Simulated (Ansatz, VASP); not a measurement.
# Bi in VASP and in Ansatz

The input POSCAR:

```
Bi
1.0
    2.2212115015      1.2824170583      3.8576100961
   -2.2212115015      1.2824170583      3.8576100961
    0.0000000000     -2.5648341167      3.8576100961
Bi
2
Direct
    0.7660000000      0.7660000000      0.7660000000
    0.2340000000      0.2340000000      0.2340000000
```

File INCAR.step1:

```
  PREC = Accurate
  ENCUT = 520
  ISMEAR = -1
  SIGMA = 0.05
  LREAL = False
  LASPH = True
  NELM = 100
  NBANDS = 22
  GGA = PE
  ALGO = Normal
  EDIFF = 1E-4
  LWAVE = True
  LCHARG = False
```

INCAR.step2

```
  PREC = Accurate
  ENCUT = 520
  EDIFF = 1E-6
  ISMEAR = -1
  SIGMA = 0.05
  LREAL = False
  LASPH = True
  NELM = 100
  ALGO = Normal
  ISIF = 2
  LWAVE = False
  LCHARG = True
  METAGGA = R2SCAN
  LMIXTAU = True
  LELF = True
  LVHAR = True
  NBANDS = 22
  ISTART = 1
```

KPOINTS

```
Automatic mesh
0
Gamma
  7 7 7
```

The input input.yaml:

```yaml
crystal:
  lattice:
    - [2.2212115015, 1.2824170583, 3.8576100961]
    - [-2.2212115015, 1.2824170583, 3.8576100961]
    - [0.0, -2.5648341167, 3.8576100961]
  atoms:
    - { symbol: Bi, position: [0.766, 0.766, 0.766] }
    - { symbol: Bi, position: [0.234, 0.234, 0.234] }
hamiltonian:
  xc: r2scan
  pseudopotentials: { kind: paw }
kpoints:
  mp_grid: { grid: [7, 7, 7] }
scf:
  occupations: { method: fermi_dirac, width: 0.05 }
output:
  forces: true
  stress: true
  eigenvalues: true
```

Alike in both runs: task single point; functional r2SCAN; k mesh 7 × 7 × 7; occupations fermi-dirac, width 0.05 eV; no spin polarisation.

|  | VASP | Ansatz |
| --- | --- | --- |
| version | VASP 6.6.1 | Ansatz 0.2.0 |
| potentials or method | VASP PAW PBE potentials, release 64 (Bi_d) | Ansatz PAW |
| plane-wave cutoff (eV) | 520 | 500 |
| valence electrons in the cell | 30 | 30 |

```tsv
	VASP	Ansatz	Ansatz less VASP
gap on the k mesh at the Fermi level (eV)	0.33	0.33	-0.001
least direct gap on the mesh (eV)	0.65	0.66	+0.002
pressure (GPa)	4.9	5.0	+0.04
traceless stress, the component that is largest in VASP (GPa)	-0.25	-0.25	+0.002
rms of the force components (eV/Å)	0.199	0.194	-0.0048
```

VASP's potentials were made for PBE, not for r2SCAN. Atom by atom the forces differ by 0.005 eV/Å (rms over components).

Spin-orbit coupling is off throughout. Noted on Ansatz's run: odd divisions of the mesh miss points on the zone boundary, where band edges often lie, so the gap on the mesh can be too wide.
